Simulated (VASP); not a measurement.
A run of VASP 6.6.1 is set up as follows.

INCAR

```
PREC = Accurate ; ENCUT = 520
EDIFF = 1E-6 ; ISMEAR = 0
SIGMA = 0.05 ; LREAL = F
LASPH = T ; NELM = 60
ALGO = Normal ; ISIF = 2
LWAVE = F ; LCHARG = T
GGA = PS ; LELF = T
LVHAR = T ; NBANDS = 16
```

The input KPOINTS:

```
Automatic mesh
0
Gamma
  6 6 6
```

Contents of POSCAR:

```
InSb
1.0
    0.0000000000      3.2216145021      3.2216145021
    3.2216145021      0.0000000000      3.2216145021
    3.2216145021      3.2216145021      0.0000000000
In Sb
1 1
Direct
    0.0000000000      0.0000000000      0.0000000000
    0.2500000000      0.2500000000      0.2500000000
```

Potentials or basis: VASP PAW PBE potentials, release 64 (In_d, Sb).

Run with:

```sh
$ cat potpaw_PBE.64/In_d/POTCAR potpaw_PBE.64/Sb/POTCAR > POTCAR
$ mpirun -np 1 vasp_std > vasp.out
```

Problem. Predict the pressure.

Solution. 1.7 GPa.

Problem. Estimate the band gap on the k mesh.

Solution. Zero (filled and empty bands touch).

Caveat: semilocal functionals underestimate gaps, so a narrow gap can read as zero; the PAW data sets were made with another functional, which shifts forces and pressure a little; spin-orbit coupling is left out, which moves the levels of the heavy elements.
